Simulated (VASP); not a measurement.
# GaAs (F-43m) in VASP: notebook, part 2 of 2

VASP 6.6.1. Earlier steps stand in the parts before.

### 5 Single point, BHLYP

This run uses another cell than the first one, of 22.59 Å³/atom.

Input file POSCAR:

```
GaAs
1.0
    0.0000000000      2.8268500000      2.8268500000
    2.8268500000      0.0000000000      2.8268500000
    2.8268500000      2.8268500000      0.0000000000
As Ga
1 1
Direct
    0.7500000000      0.7500000000      0.7500000000
    0.0000000000      0.0000000000      0.0000000000
```

Input file INCAR.step1:

```
SYSTEM = GaAs
PREC = Accurate
ENCUT = 520
EDIFF = 1E-5
ISMEAR = -1
SIGMA = 0.05
LREAL = .False.
LASPH = .True.
NELM = 60
ALGO = Normal
ISIF = 2
LWAVE = .True.
GGA = PE
NBANDS = 16
```

Input file INCAR.step2:

```
SYSTEM = GaAs
PREC = Accurate
ENCUT = 520
EDIFF = 1E-6
ISMEAR = -1
SIGMA = 0.05
LREAL = .False.
LASPH = .True.
NELM = 60
ALGO = Normal
ISIF = 2
LWAVE = .False.
LCHARG = .True.
GGA = B5
LHFCALC = .True.
AEXX = 0.5
ALDAX = 0.5
AGGAX = 0.5
AGGAC = 1.0
ALDAC = 0.0
PRECFOCK = Normal
LELF = .True.
LVHAR = .True.
ISTART = 1
NBANDS = 16
```

Input file KPOINTS:

```
regular mesh
0
Gamma
  4 4 4
  0 0 0
```

Potentials or basis: VASP PAW PBE potentials, release 64 (As, Ga_d).

Command:

```bash
$ cat potpaw_PBE.64/As/POTCAR potpaw_PBE.64/Ga_d/POTCAR > POTCAR
$ cp INCAR.step1 INCAR
$ mpirun -np 1 vasp_std > vasp.out
$ cp INCAR.step2 INCAR
$ mpirun -np 1 vasp_std > vasp.out
```

OUTCAR:

```text
SYSTEM = GaAs
   PREC = Accurate
   ENCUT = 520
   EDIFF = 1E-6
   ISMEAR = -1
   LREAL = .False.
   LASPH = .True.
   NELM = 60
   ISIF = 2
   GGA = B5
   LHFCALC = .True.
   AEXX = 0.5
   PRECFOCK = Normal
   ISTART = 1

 ion  position               nearest neighbor table
   1  0.750  0.750  0.750-   2 2.45   2 2.45   2 2.45   2 2.45
   2  0.000  0.000  0.000-   1 2.45   1 2.45   1 2.45   1 2.45

  LATTYP: Found a face centered cubic cell.
 ALAT       =     5.6537000000

  Lattice vectors:

 A1 = (   0.0000000000,   2.8268500000,   2.8268500000)
 A2 = (   2.8268500000,   0.0000000000,   2.8268500000)
 A3 = (   2.8268500000,   2.8268500000,   0.0000000000)

Analysis of symmetry for initial positions (statically):
=====================================================================
 Subroutine PRICEL returns:
 Original cell was already a primitive cell.

 Routine SETGRP: Setting up the symmetry group for a
 face centered cubic supercell.

 Subroutine GETGRP returns: Found 24 space group operations
 (whereof 24 operations were pure point group operations)
 out of a pool of 48 trial point group operations.

The static configuration has the point symmetry T_d .

Analysis of symmetry for dynamics (positions and initial velocities):
=====================================================================
 Subroutine PRICEL returns:
 Original cell was already a primitive cell.

 Routine SETGRP: Setting up the symmetry group for a
 face centered cubic supercell.

 Subroutine GETGRP returns: Found 24 space group operations
 (whereof 24 operations were pure point group operations)
 out of a pool of 48 trial point group operations.

The dynamic configuration has the point symmetry T_d .

 Subroutine INISYM returns: Found 24 space group operations
 (whereof 24 operations are pure point group operations),
[... 102 lines left out ...]
  Thomas-Fermi vector in A             =   2.340347
   LORBIT       =      0    0 simple, 1 ext, 2 COOP (PROOUT), +10 PAW based schemes
   GGA     = B5    functional components
   LHFCALC =     T    Hartree Fock is set to
   PRECFOCK=normal    Normal, Fast or Accurate (Low or Medium for compatibility)
   ENCUT4O =  -1.0   cutoff for four orbital integrals eV
   NKREDX  =     1    reduce k-point grid by
   NKREDY  =     1    reduce k-point grid by
   NKREDZ  =     1    reduce k-point grid by
   AEXX    =    0.5000 exact exchange contribution
   HFSCREEN=    0.0000 screening length (either q_TF or 0.3 A-1)
   HFSCREENC=   0.0000 screening length for correlation (either q_TF or 0.3 A-1)
   ENCUTFOCK=  -1.0 apply spherical cutoff to Coloumb kernel
   IVDW    =     0    specifies the selected vdW correction
   LEPSILON=     F    determine dielectric tensor
   LRPA    =     F    only Hartree local field effects (RPA)
 non-spin polarized calculation
  energy-cutoff  :      520.00
  volume of cell :       45.18
 maximum number of plane-waves:      1243
 NGX is ok and might be reduce to    30
  NGX = 24; NGY = 24; NGZ = 24

 number of electron      17.9999995 magnetization

 Free energy of the ion-electron system (eV)
  ---------------------------------------------------
  ext. energy  EPLUGINS =         0.00000000
  ---------------------------------------------------
  free energy    TOTEN  =       -12.03296517 eV

  energy without entropy =      -12.03296517  energy(sigma->0) =      -12.03296517

 E-fermi :   3.7970     XC(G=0):  -5.0151

 val. band max:        2.6807632933   @ k =   0.0000   0.0000   0.0000
 cond. band min:       6.5346274783   @ k =   0.0000   0.0000   0.0000
 fundamental gap:      3.8538641850
 Fermi energy:         3.7969826378

 k-point     1 :       0.0000    0.0000    0.0000
  band No.  band energies     occupation
      1     -17.3789      2.00000
      2     -17.3789      2.00000
      3     -17.3789      2.00000
      4     -17.2926      2.00000
      5     -17.2926      2.00000
      6     -12.5526      2.00000
[... 129 lines left out ...]
      3     -17.3405      2.00000
      4     -17.3023      2.00000
      5     -17.2898      2.00000
      6      -9.5398      2.00000
[... 8 lines left out ...]
     15      19.0499      0.00000
     16      20.0847      0.00000

------------------------ aborting loop because EDIFF is reached ----------------------------------------

  FORCE on cell =-STRESS in cart. coord.  units (eV):
  Direction    XX          YY          ZZ          XY          YZ          ZX
  --------------------------------------------------------------------------------------
  -------------------------------------------------------------------------------------
  Total        0.5188234      0.5188234      0.5188234     -0.0000000     -0.0000000     -0.0000000
  in kB       18.3989001     18.3989001     18.3989001     -0.0000000     -0.0000000     -0.0000000
  external PRESSURE =      18.3989001 kB  Pullay stress =       0.0000000 kB

 VOLUME and BASIS-vectors are now :
 -----------------------------------------------------------------------------
  energy-cutoff  :      520.00
  volume of cell :       45.18
      direct lattice vectors                 reciprocal lattice vectors
     0.000000000  2.826850000  2.826850000    -0.176875321  0.176875321  0.176875321
     2.826850000  0.000000000  2.826850000     0.176875321 -0.176875321  0.176875321
     2.826850000  2.826850000  0.000000000     0.176875321  0.176875321 -0.176875321

 POSITION                                       TOTAL-FORCE (eV/Angst)
 -----------------------------------------------------------------------------------
      4.24027      4.24027      4.24027        -0.000000     -0.000000     -0.000000
      0.00000      0.00000      0.00000         0.000000      0.000000      0.000000
 -----------------------------------------------------------------------------------
    total drift:                                0.000039      0.000046      0.000040

  FREE ENERGIE OF THE ION-ELECTRON SYSTEM (eV)
  ---------------------------------------------------
  free  energy   TOTEN  =       -12.0329651662 eV

  energy  without entropy=      -12.0329651662  energy(sigma->0) =      -12.03296517
```

OUTCAR.step1:

```text
SYSTEM = GaAs
   PREC = Accurate
   ENCUT = 520
   EDIFF = 1E-5
   ISMEAR = -1
   LREAL = .False.
[... 355 lines left out ...]
      4.24027      4.24027      4.24027         0.000000      0.000000      0.000000
      0.00000      0.00000      0.00000        -0.000000     -0.000000     -0.000000
 -----------------------------------------------------------------------------------
    total drift:                               -0.000002     -0.000002     -0.000002

  FREE ENERGIE OF THE ION-ELECTRON SYSTEM (eV)
  ---------------------------------------------------
  free  energy   TOTEN  =        -8.0731900789 eV

  energy  without entropy=       -8.0729884776  energy(sigma->0) =       -8.07308928
```

OSZICAR.step1:

```text
N       E                     dE             d eps       ncg     rms          rms(c)
DAV:   1     0.793223468253E+02    0.79322E+02   -0.89049E+03   272   0.152E+03
DAV:   2    -0.207630417923E+01   -0.81399E+02   -0.77542E+02   304   0.289E+02
DAV:   3    -0.817627724027E+01   -0.61000E+01   -0.60833E+01   312   0.624E+01
DAV:   4    -0.825753092860E+01   -0.81254E-01   -0.81248E-01   320   0.817E+00
DAV:   5    -0.825857266542E+01   -0.10417E-02   -0.10417E-02   320   0.872E-01    0.297E+00
DAV:   6    -0.809361006461E+01    0.16496E+00   -0.23797E-01   376   0.830E+00    0.180E+00
DAV:   7    -0.807099017325E+01    0.22620E-01   -0.76997E-02   352   0.192E+00    0.587E-01
DAV:   8    -0.807247385152E+01   -0.14837E-02   -0.12367E-02   288   0.126E+00    0.120E-01
DAV:   9    -0.807302438578E+01   -0.55053E-03   -0.11802E-03   296   0.421E-01    0.527E-02
DAV:  10    -0.807312172867E+01   -0.97343E-04   -0.97512E-05   336   0.101E-01    0.295E-02
DAV:  11    -0.807318996778E+01   -0.68239E-04   -0.95124E-05   280   0.755E-02    0.360E-03
DAV:  12    -0.807319007886E+01   -0.11108E-06   -0.15922E-06   256   0.170E-02
   1 F= -.80731901E+01 E0= -.80730893E+01  d E =-.201601E-03
```

Wall time 6.9 min (1 thread of Intel Xeon Platinum 8375C at 2.90GHz (Ice Lake), shared host); peak memory 0.19 GiB.

What came out:

```
Free energy            : -12.0330 eV
Pressure               : 1.8 GPa
Band gap on the k mesh : 3.85 eV
```

Caveat: the k points lie up to 0.48 Å⁻¹ apart; the PAW data sets were made with another functional, which shifts forces and pressure a little. A k mesh can miss the band edges.

### 6 Summary

| cell | gap on the mesh (eV) | pressure (GPa) |
| --- | --- | --- |
| a = 3.916 Å, angles 60.0°, 2 atoms | 4.34 | 7.9 |
| a = 3.944 Å, angles 60.0°, 2 atoms | 4.26 | 5.6 |
| a = 3.971 Å, angles 60.0°, 2 atoms | 4.06 | 3.6 |
| a = 3.998 Å, angles 60.0°, 2 atoms | 3.85 | 1.8 |

Alike in all rows: task single point; level BHLYP; potentials or basis VASP PAW PBE potentials, release 64 (As, Ga_d); no spin polarisation; k mesh 4 × 4 × 4; cutoff (eV) 520; smearing fermi-dirac 0.05 eV.

Caveats: all runs use coarse meshes; the PAW data sets were made with another functional, which shifts forces and pressure a little.

Absolute energies hang on the potentials; compare differences alone.
